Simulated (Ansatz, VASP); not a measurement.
## Hg4Te5 in VASP and in Ansatz

```xyz
9
Lattice="4.7020 0.0000 0.0000 0.0000 4.7020 0.0000 0.0000 0.0000 28.2992" Properties=species:S:1:pos:R:3 pbc="T T T"
Te    0.0000    2.3510    7.5959
Te    2.3510    0.0000   10.8633
Te    0.0000    2.3510   14.1496
Te    2.3510    0.0000   17.4358
Te    0.0000    2.3510   20.7033
Hg    2.3510    2.3510    9.0910
Hg    0.0000    0.0000   12.4730
Hg    2.3510    2.3510   15.8262
Hg    0.0000    0.0000   19.2082
```

Alike in both runs: functional PBE; k mesh 8 × 8 × 1; occupations gaussian, width 0.1 eV; no spin polarisation.

Ansatz relaxed the structure, and its values are those at the end. VASP's run is a single point on that final structure, the one shown.

|  | VASP | Ansatz |
| --- | --- | --- |
| version | VASP 6.6.1 | Ansatz 0.2.0 |
| potentials or method | VASP PAW PBE potentials, release 64 (Te, Hg), cutoff 520 eV | scalar-relativistic, plane waves, PAW |
| valence electrons in the cell | 78 | 160 |

VASP gave:

- gap on the k mesh at the Fermi level (eV): none
- rms of the force components (eV/Å): 0.006
- work function, face that differs most (eV): 5.68

Q: Which values does Ansatz return?

A: gap on the k mesh at the Fermi level (eV): none; rms of the force components (eV/Å): 0.001; work function, face that differs most (eV): 5.68.

A gap of «none» marks a metal or a gap that the smearing closes. VASP's potentials hold 78 valence electrons a cell and Ansatz's 160, so a difference there can come from the potentials and not from the codes. Ansatz's warnings: xc potential rough in thin density.

Neither program's run includes spin-orbit coupling.
